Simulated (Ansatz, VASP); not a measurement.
SrO: VASP beside Ansatz

The input POSCAR:

```
SrO
1.0
    4.2754662700      0.0000000000      0.0000000000
   -2.1377331300      3.7026624000      0.0000000000
    0.0000000000      0.0000000000      5.1555949900
Sr O
2 2
Direct
    0.3333333333      0.6666666667      0.9381277000
    0.6666666667      0.3333333333      0.4381277000
    0.3333333333      0.6666666667      0.4368723000
    0.6666666667      0.3333333333      0.9368723000
```

INCAR.step1

```
ALGO = Normal
EDIFF = 1E-4
ENCUT = 600
GGA = PE
ISMEAR = 0
LASPH = True
LCHARG = False
LREAL = False
LWAVE = True
NELM = 80
PREC = Accurate
SIGMA = 0.01
```

The input INCAR.step2:

```
ALGO = Normal
BPARAM = 11.95
CPARAM = 0.0093
EDIFF = 1E-6
EDIFFG = -0.01
ENCUT = 600
IBRION = 2
ISIF = 3
ISMEAR = 0
ISTART = 1
IVDW_NL = 2
LASPH = True
LCHARG = False
LMIXTAU = True
LREAL = False
LUSE_VDW = True
LWAVE = False
METAGGA = R2SCAN
NELM = 80
NSW = 80
PREC = Accurate
SIGMA = 0.01
```

Contents of KPOINTS:

```
k-points
0
Gamma
  6 6 4
```

Input for Ansatz:

```yaml
crystal:
  lattice:
    - [4.27546627, 0.0, 0.0]
    - [-2.13773313, 3.7026624, 0.0]
    - [0.0, 0.0, 5.15559499]
  atoms:
    - { symbol: Sr, position: [0.3333333333333333, 0.6666666666666666, 0.9381277] }
    - { symbol: Sr, position: [0.6666666666666666, 0.3333333333333333, 0.4381277] }
    - { symbol: O, position: [0.3333333333333333, 0.6666666666666666, 0.4368723] }
    - { symbol: O, position: [0.6666666666666666, 0.3333333333333333, 0.9368723] }
kpoints:
  mp_grid:
    grid: [6, 6, 4]
hamiltonian:
  xc: r2scan
  dispersion: rvv10
scf:
  occupations:
    method: fixed
relax:
  cell: {}
```

Alike in both runs: task relaxation of cell and atoms; functional r2SCAN; dispersion rVV10; k mesh 6 × 6 × 4; no spin polarisation.

|  | VASP | Ansatz |
| --- | --- | --- |
| version | VASP 6.6.1 | Ansatz 0.2.0 |
| potentials or method | VASP PAW PBE potentials, release 64 (Sr_sv, O) | plane waves, PAW |
| plane-wave cutoff (eV) | 600 | 500 |
| occupations | gaussian, width 0.01 eV | fixed |
| valence electrons in the cell | 32 | 32 |

|  | VASP | Ansatz | Ansatz less VASP |
| --- | --- | --- | --- |
| relaxed volume (Å³/atom) | 20.22 | 20.11 | -0.112 |
| relaxed length of the cell vector where the two differ most in proportion (Å) | 5.139 | 5.128 | -0.0110 |

VASP's potentials were made for PBE, not for r2SCAN.
